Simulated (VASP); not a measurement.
# CuO (P6_3mc) in VASP: notebook

The runs below take CuO through single point, with PBE, PBEsol.

Everything below comes from runs of VASP 6.6.1. Logs are shortened: lines on timing, memory, paths and dates and some standing lists are left out, and cuts for length are marked.

### 1 The cell of the first run

Symmetry: P6_3mc, No. 186, hexagonal system. The conventional cell has a = 3.331 Å, b = 3.331 Å, c = 5.456 Å, α = 90.00°, β = 90.00°, γ = 120.00°. Within 2.7 Å of Cu (site symmetry 3m) lie 4 O at 2.04 Å. O (site symmetry 3m) has 4 Cu at 2.04 Å within 2.7 Å.

### 2 Single point, PBE

INCAR reads:

```
PREC = Accurate
ENCUT = 520
EDIFF = 1E-6
ISMEAR = -1
SIGMA = 0.05
LREAL = F
LASPH = T
NELM = 60
ALGO = Normal
ISIF = 2
LWAVE = F
LCHARG = T
GGA = PE
LELF = T
LVHAR = T
NBANDS = 25
```

KPOINTS reads:

```
regular mesh
0
Gamma
  9 9 5
```

POSCAR reads:

```
CuO
1.0
    3.3312928712      0.0000000000      0.0000000000
   -1.6656464306      2.8849842492      0.0000000000
    0.0000000000      0.0000000000      5.4558885767
Cu O
2 2
Direct
    0.6666666667      0.3333333333      0.0000000000
    0.3333333333      0.6666666667      0.5000000000
    0.6666666667      0.3333333333      0.6252000000
    0.3333333333      0.6666666667      0.1252000000
```

Potentials or basis: VASP PAW PBE potentials, release 64 (Cu, O).

On the command line:

```sh
$ cat potpaw_PBE.64/Cu/POTCAR potpaw_PBE.64/O/POTCAR > POTCAR
$ mpirun -np 1 vasp_std > vasp.out
```

OUTCAR:

```text
PREC = Accurate
   ENCUT = 520
   EDIFF = 1E-6
   ISMEAR = -1
   LREAL = F
   LASPH = T
   NELM = 60
   ISIF = 2
   GGA = PE

 ion  position               nearest neighbor table
   1  0.667  0.333  0.000-   4 2.04   4 2.04   4 2.04   3 2.04
   2  0.333  0.667  0.500-   3 2.04   3 2.04   3 2.04   4 2.04
   3  0.667  0.333  0.625-   2 2.04   2 2.04   2 2.04   1 2.04
   4  0.333  0.667  0.125-   1 2.04   1 2.04   1 2.04   2 2.04

  LATTYP: Found a hexagonal cell.
 ALAT       =     3.3312928712
 C/A-ratio  =     1.6377691148

  Lattice vectors:

 A1 = (   3.3312928712,   0.0000000000,   0.0000000000)
 A2 = (  -1.6656464306,   2.8849842492,   0.0000000000)
 A3 = (   0.0000000000,   0.0000000000,   5.4558885767)

Analysis of symmetry for initial positions (statically):
=====================================================================
 Subroutine PRICEL returns:
 Original cell was already a primitive cell.

 Routine SETGRP: Setting up the symmetry group for a
 hexagonal supercell.

 Subroutine GETGRP returns: Found 12 space group operations
 (whereof  6 operations were pure point group operations)
 out of a pool of 24 trial point group operations.

The static configuration has the point symmetry C_3v.
 The point group associated with its full space group is C_6v.

Analysis of symmetry for dynamics (positions and initial velocities):
=====================================================================
 Subroutine PRICEL returns:
 Original cell was already a primitive cell.

 Routine SETGRP: Setting up the symmetry group for a
 hexagonal supercell.

 Subroutine GETGRP returns: Found 12 space group operations
 (whereof  6 operations were pure point group operations)
 out of a pool of 24 trial point group operations.

The dynamic configuration has the point symmetry C_3v.
 The point group associated with its full space group is C_6v.

 Subroutine INISYM returns: Found 12 space group operations
 (whereof  6 operations are pure point group operations),
 and found     1 'primitive' translations

----------------------------------------------------------------------------------------

                                     Primitive cell

  volume of cell :      52.4351

  direct lattice vectors                    reciprocal lattice vectors
     3.331292871  0.000000000  0.000000000     0.300183754  0.173311171  0.000000000
    -1.665646431  2.884984249  0.000000000     0.000000000  0.346622343  0.000000000
     0.000000000  0.000000000  5.455888577     0.000000000  0.000000000  0.183288201

  length of vectors
     3.331292871  3.331292865  5.455888577     0.346622342  0.346622343  0.183288201

  position of ions in fractional coordinates (direct lattice)
     0.666666667  0.333333333  0.000000000
     0.333333333  0.666666667  0.500000000
     0.666666667  0.333333333  0.625200000
     0.333333333  0.666666667  0.125200000

  ion indices of the primitive-cell ions
   primitive index   ion index
                 1           1
                 2           2
                 3           3
                 4           4

----------------------------------------------------------------------------------------

 KPOINTS: regular mesh

Automatic generation of k-mesh.
 Grid dimensions read from file:
 generate k-points for:    9    9    5

 Generating k-lattice:

  Cartesian coordinates                     Fractional coordinates (reciprocal lattice)
     0.033353750  0.019256797  0.000000000     0.111111111 -0.000000000  0.000000000
     0.000000000  0.038513594  0.000000000     0.000000000  0.111111111  0.000000000
     0.000000000  0.000000000  0.036657640     0.000000000  0.000000000  0.200000000

  Length of vectors
     0.038513594  0.038513594  0.036657640

  Shift w.r.t. Gamma in fractional coordinates (k-lattice)
     0.000000000  0.000000000  0.000000000

 Subroutine IBZKPT returns following result:
 ===========================================

 Found     36 irreducible k-points:

 Following reciprocal coordinates:
            Coordinates               Weight
  0.000000  0.000000  0.000000      1.000000
  0.111111  0.000000  0.000000      6.000000
  0.222222  0.000000  0.000000      6.000000
  0.333333  0.000000  0.000000      6.000000
  0.444444  0.000000  0.000000      6.000000
  0.111111  0.111111  0.000000      6.000000
[... 16 lines left out ...]
  0.333333  0.222222  0.200000     24.000000
  0.333333  0.333333  0.200000      4.000000
 [... further k-points ...]
   k-points           NKPTS =     36   k-points in BZ     NKDIM =     36   number of bands    NBANDS=     25
   number of dos      NEDOS =    301   number of ions     NIONS =      4
   total plane-waves  NPLWV =  32928
   dimension x,y,z NGX =    28 NGY =   28 NGZ =   42
   dimension x,y,z NGXF=    56 NGYF=   56 NGZF=   84
   ions per type =               2   2
   NGX,Y,Z   is equivalent  to a cutoff of  13.97, 13.97, 12.80 a.u.
   NGXF,Y,Z  is equivalent  to a cutoff of  27.95, 27.95, 25.60 a.u.
 SYSTEM =  unknown system
   PREC   = accura    normal or accurate (medium, high low for compatibility)
   ISTART =      0    job   : 0-new  1-cont  2-samecut
   ICHARG =      2    charge: 1-file 2-atom 10-const
   ISPIN  =      1    spin polarized calculation?
   LNONCOLLINEAR =      F non collinear calculations
   LSORBIT =      F    spin-orbit coupling
   LASPH  =      T    aspherical Exc in radial PAW
   ENCUT  =  520.0 eV  38.22 Ry    6.18 a.u.   6.19  6.19 10.14*2*pi/ulx,y,z
   NELM   =     60;   NELMIN=  2; NELMDL= -5     # of ELM steps
   EDIFF  = 0.1E-05   stopping-criterion for ELM
   LREAL  =      F    real-space projection
   EDIFFG = 0.1E-04   stopping-criterion for IOM
   NSW    =      0    number of steps for IOM
   IBRION =     -1    ionic relax: 0-MD 1-quasi-New 2-CG
   NFREE  =      0    steps in history (QN), initial steepest desc. (CG)
   ISIF   =      2    stress and relaxation
   ISYM   =      2    0-nonsym 1-usesym 2-fastsym
   POTIM  = 0.5000    time-step for ionic-motion
   TEBEG  =    0.0;   TEEND  =   0.0 temperature during run
   PSTRESS=    0.0 pullay stress
   NELECT =      34.0000    total number of electrons
   NUPDOWN=      -1.0000    fix difference up-down
   EMIN   =  10.00;   EMAX   =-10.00  energy-range for DOS
   EFERMI =   0.00;   METHOD = LEGACY
   ISMEAR =    -1;   SIGMA  =   0.05  broadening in eV -4-tet -1-fermi 0-gaus
   EFERMI_NEDOS =   21; number of points for ismear=-14 and -15
   IALGO  =     38    algorithm
   IMIX   =      4    mixing-type and parameters
     AMIX     =   0.40;   BMIX     =  1.00
     AMIX_MAG =   1.60;   BMIX_MAG =  1.00
  volume/ion in A,a.u.               =      13.11        88.46
  Fermi-wavevector in a.u.,A,eV,Ry     =   1.416970  2.677684 27.317819  2.007803
  Thomas-Fermi vector in A             =   2.538249
   LORBIT       =      0    0 simple, 1 ext, 2 COOP (PROOUT), +10 PAW based schemes
   GGA     = PE    functional components
   LHFCALC =     F    Hartree Fock is set to
   AEXX    =    0.0000 exact exchange contribution
   IVDW    =     0    specifies the selected vdW correction
   LEPSILON=     F    determine dielectric tensor
   LRPA    =     F    only Hartree local field effects (RPA)
 non-spin polarized calculation
  energy-cutoff  :      520.00
  volume of cell :       52.44
 maximum number of plane-waves:      1442
 NGX is ok and might be reduce to    28
   NGX = 13   NGY = 13   NGZ = 21

 number of electron      33.9999981 magnetization

 Free energy of the ion-electron system (eV)
  ---------------------------------------------------
  ext. energy  EPLUGINS =         0.00000000
  ---------------------------------------------------
  free energy    TOTEN  =       -18.86013499 eV

  energy without entropy =      -18.80729262  energy(sigma->0) =      -18.83371380

 E-fermi :   2.6687     XC(G=0): -10.3604

 val. band max:        2.6563618776   @ k =   0.1111   0.0000   0.2000
 cond. band min:       2.6691547258   @ k =   0.3333   0.1111   0.2000
 fundamental gap:      0.0127928482
 Fermi energy:         2.6686910955

 k-point     1 :       0.0000    0.0000    0.0000
  band No.  band energies     occupation
      1     -15.3381      2.00000
      2     -14.8407      2.00000
      3      -2.4214      2.00000
      4      -1.4210      2.00000
      5      -1.4210      2.00000
      6      -1.4074      2.00000
[... 17 lines left out ...]
     24      16.5173      0.00000
     25      16.9785      0.00000

 k-point     2 :       0.1111    0.0000    0.0000
  band No.  band energies     occupation
      1     -15.2884      2.00000
      2     -14.8180      2.00000
      3      -2.3160      2.00000
      4      -1.5751      2.00000
      5      -1.3922      2.00000
      6      -1.3781      2.00000
[... 17 lines left out ...]
     24      16.1088      0.00000
     25      16.7661      0.00000

 k-point     3 :       0.2222    0.0000    0.0000
  band No.  band energies     occupation
      1     -15.1572      2.00000
      2     -14.7630      2.00000
      3      -2.0756      2.00000
      4      -1.8443      2.00000
      5      -1.5309      2.00000
      6      -1.3209      2.00000
[... 17 lines left out ...]
     24      16.0332      0.00000
     25      16.2104      0.00000

 k-point     4 :       0.3333    0.0000    0.0000
  band No.  band energies     occupation
      1     -14.9929      2.00000
      2     -14.7106      2.00000
      3      -2.1954      2.00000
      4      -1.8133      2.00000
      5      -1.6077      2.00000
      6      -1.2483      2.00000
[... 17 lines left out ...]
     24      15.0625      0.00000
     25      16.1296      0.00000

 k-point     5 :       0.4444    0.0000    0.0000
  band No.  band energies     occupation
      1     -14.8659      2.00000
      2     -14.6930      2.00000
      3      -2.2728      2.00000
      4      -2.0452      2.00000
      5      -1.3814      2.00000
      6      -1.2087      2.00000
[... 17 lines left out ...]
     24      14.7421      0.00000
     25      16.0021      0.00000

 k-point     6 :       0.1111    0.1111    0.0000
  band No.  band energies     occupation
      1     -15.1979      2.00000
      2     -14.7791      2.00000
      3      -2.1245      2.00000
      4      -1.7962      2.00000
      5      -1.4370      2.00000
      6      -1.3425      2.00000
[... 17 lines left out ...]
     24      16.0621      0.00000
     25      16.2496      0.00000
[... 393 lines left out ...]
 k-point    21 :       0.4444    0.1111    0.2000
  band No.  band energies     occupation
      1     -14.8134      2.00000
      2     -14.7049      2.00000
      3      -2.2754      2.00000
      4      -2.1477      2.00000
      5      -1.3010      2.00000
      6      -1.2797      2.00000
[... 17 lines left out ...]
     24      14.6883      0.00000
     25      15.3852      0.00000

 k-point    22 :       0.2222    0.2222    0.2000
  band No.  band energies     occupation
      1     -14.8918      2.00000
      2     -14.7142      2.00000
      3      -2.1456      2.00000
      4      -2.0043      2.00000
      5      -1.4418      2.00000
      6      -1.3275      2.00000
[... 17 lines left out ...]
     24      13.8494      0.00000
     25      14.4986      0.00000

 k-point    23 :       0.3333    0.2222    0.2000
  band No.  band energies     occupation
      1     -14.7911      2.00000
      2     -14.7036      2.00000
      3      -2.0584      2.00000
      4      -1.9603      2.00000
      5      -1.4770      2.00000
      6      -1.3997      2.00000
[... 17 lines left out ...]
     24      13.4461      0.00000
     25      15.2486      0.00000

 k-point    24 :       0.3333    0.3333    0.2000
  band No.  band energies     occupation
      1     -14.7283      2.00000
      2     -14.7283      2.00000
      3      -1.7744      2.00000
      4      -1.7744      2.00000
      5      -1.6640      2.00000
      6      -1.6305      2.00000
[... 17 lines left out ...]
     24      12.5696      0.00000
     25      15.8398      0.00000

 [... further k-points ...]

------------------------ aborting loop because EDIFF is reached ----------------------------------------

  FORCE on cell =-STRESS in cart. coord.  units (eV):
  Direction    XX          YY          ZZ          XY          YZ          ZX
  --------------------------------------------------------------------------------------
  -------------------------------------------------------------------------------------
  Total       -4.0464330     -4.0464330     -3.6985960     -0.0000000     -0.0000000      0.0000000
  in kB     -123.6406220   -123.6406216   -113.0123035     -0.0000002     -0.0000000      0.0000000
  external PRESSURE =    -120.0978491 kB  Pullay stress =       0.0000000 kB

 VOLUME and BASIS-vectors are now :
 -----------------------------------------------------------------------------
  energy-cutoff  :      520.00
  volume of cell :       52.44
      direct lattice vectors                 reciprocal lattice vectors
     3.331292871  0.000000000  0.000000000     0.300183754  0.173311171  0.000000000
    -1.665646431  2.884984249  0.000000000     0.000000000  0.346622343  0.000000000
     0.000000000  0.000000000  5.455888577     0.000000000  0.000000000  0.183288201

 POSITION                                       TOTAL-FORCE (eV/Angst)
 -----------------------------------------------------------------------------------
      1.66565      0.96166      0.00000        -0.000000     -0.000000     -0.057966
      0.00000      1.92332      2.72794         0.000000      0.000000     -0.057966
      1.66565      0.96166      3.41102        -0.000000      0.000000      0.057966
      0.00000      1.92332      0.68308         0.000000     -0.000000      0.057966
 -----------------------------------------------------------------------------------
    total drift:                                0.000000      0.000000     -0.000255

  FREE ENERGIE OF THE ION-ELECTRON SYSTEM (eV)
  ---------------------------------------------------
  free  energy   TOTEN  =       -18.8601349899 eV

  energy  without entropy=      -18.8072926155  energy(sigma->0) =      -18.83371380
```

Run time: 37 s. Hardware: 1 thread of Intel Xeon 6975P-C (Granite Rapids), shared host; peak memory 0.19 GiB.

What came out:

```
Free energy            : -18.8601 eV
Pressure               : -12.0 GPa
Largest force          : 0.058 eV/Å
Band gap on the k mesh : zero (band 17 reaches 3.37 eV, above the bottom of band 18 at 2.12 eV)
```

Forces in eV/Å, atoms in the order of the input:
```
Cu   0.000  0.000 -0.058
Cu   0.000  0.000 -0.058
O    0.000  0.000  0.058
O    0.000  0.000  0.058
```

Stress tensor (GPa, compression positive):
```
-12.36   0.00   0.00
  0.00 -12.36   0.00
  0.00   0.00 -11.30
```

Caveat: semilocal functionals often make such compounds metallic where correlation or magnetic order opens a gap, which also shifts bond lengths.

### 3 Single point, PBE

This run uses another cell than the first one, of 13.36 Å³/atom, 1.019 times its volume.

INCAR reads:

```
  PREC = Accurate
  ENCUT = 520
  EDIFF = 1E-7
  ISMEAR = -1
  SIGMA = 0.05
  LREAL = F
  LASPH = T
  NELM = 60
  ALGO = Normal
  ISIF = 2
  LWAVE = F
  LCHARG = F
  GGA = PE
  NBANDS = 25
```

KPOINTS reads:

```
Automatic mesh
0
Gamma
  9 9 5
```

POSCAR reads:

```
CuO
1.0
    3.3525118693      0.0000000000      0.0000000000
   -1.6762559295      2.9033604405      0.0000000000
    0.0000000000      0.0000000000      5.4906403963
Cu O
2 2
Direct
    0.6666666667      0.3333333333      0.0000000000
    0.3333333333      0.6666666667      0.5000000000
    0.6666666667      0.3333333333      0.6252000000
    0.3333333333      0.6666666667      0.1252000000
```

Potentials or basis: VASP PAW PBE potentials, release 64 (Cu, O).

On the command line:

```sh
$ cat potpaw_PBE.64/Cu/POTCAR potpaw_PBE.64/O/POTCAR > POTCAR
$ mpirun -np 1 vasp_std > vasp.out
```

Wall time 48 s (1 thread of Intel Xeon 6975P-C (Granite Rapids), shared host); peak memory 0.19 GiB.

It converged, with:

* Free energy: -18.7815 eV
* Pressure: -13.3 GPa
* Largest force: 0.052 eV/Å
* Band gap on the k mesh: zero (band 17 reaches 3.16 eV, above the bottom of band 18 at 1.94 eV)

Forces on the atoms (eV/Å):
```
Cu   0.000  0.000 -0.052
Cu   0.000  0.000 -0.052
O    0.000  0.000  0.052
O    0.000  0.000  0.052
```

Stress tensor (GPa, compression positive):
```
-13.65   0.00   0.00
  0.00 -13.65   0.00
  0.00   0.00 -12.71
```

Levels at points of the mesh, in eV from the Fermi level:
```
           k point  band 15  band 16  band 17  band 18  band 19  band 20
(0.00, 0.00, 0.00)     0.03     0.59     0.68     0.68     0.91     5.46
```

Caveat: semilocal functionals often make such compounds metallic where correlation or magnetic order opens a gap, which also shifts bond lengths.

### 4 Single point, PBEsol

This run uses another cell than the first one, of 11.85 Å³/atom, 0.904 times its volume.

INCAR reads:

```
PREC = Accurate ; ENCUT = 520
EDIFF = 1E-6 ; ISMEAR = -1
SIGMA = 0.05 ; LREAL = F
LASPH = T ; NELM = 80
ALGO = Normal ; ISIF = 2
LWAVE = F ; LCHARG = F
GGA = PS ; NBANDS = 25
```

KPOINTS is that of step 3.

POSCAR reads:

```
CuO
1.0
    3.2209030567      0.0000000000      0.0000000000
   -1.6104515235      2.7893838657      0.0000000000
    0.0000000000      0.0000000000      5.2750955479
Cu O
2 2
Direct
    0.6666666667      0.3333333333      0.0000000000
    0.3333333333      0.6666666667      0.5000000000
    0.6666666667      0.3333333333      0.6252000000
    0.3333333333      0.6666666667      0.1252000000
```

On the command line:

```sh
$ cat potpaw_PBE.64/Cu/POTCAR potpaw_PBE.64/O/POTCAR > POTCAR
$ mpirun -np 1 vasp_std > vasp.out
```

Run time: 16 s. Hardware: 1 thread of Intel Xeon 6975P-C (Granite Rapids), shared host; peak memory 0.17 GiB.

The run converged. Its results:

```yaml
Free_energy: -20.7176 eV
Pressure: -8.6 GPa
Largest_force: 0.096 eV/Å
Band_gap_on_the_k_mesh: zero (band 17 reaches 4.39 eV, above the bottom of band 18 at 2.94 eV)
```

Forces in eV/Å, atoms in the order of the input:
```
Cu   0.000  0.000 -0.096
Cu   0.000  0.000 -0.096
O    0.000  0.000  0.096
O    0.000  0.000  0.096
```

Stress tensor (GPa, compression positive):
```
-9.21  0.00  0.00
 0.00 -9.21  0.00
 0.00  0.00 -7.34
```

Levels at points of the mesh, in eV from the Fermi level:
```
           k point  band 14  band 15  band 16  band 17  band 18  band 19  band 20  band 21
(0.00, 0.00, 0.00)     0.03     0.03     0.69     0.81     0.81     0.94     5.81     7.84
```

Caveat: the PAW data sets were made with another functional, which shifts forces and pressure a little; semilocal functionals often make such compounds metallic where correlation or magnetic order opens a gap, which also shifts bond lengths. With open d or f shells a metallic result of PBEsol can be an artefact of self-interaction; +U or a hybrid may open a gap.

(Part 1 of 2 ends here.)
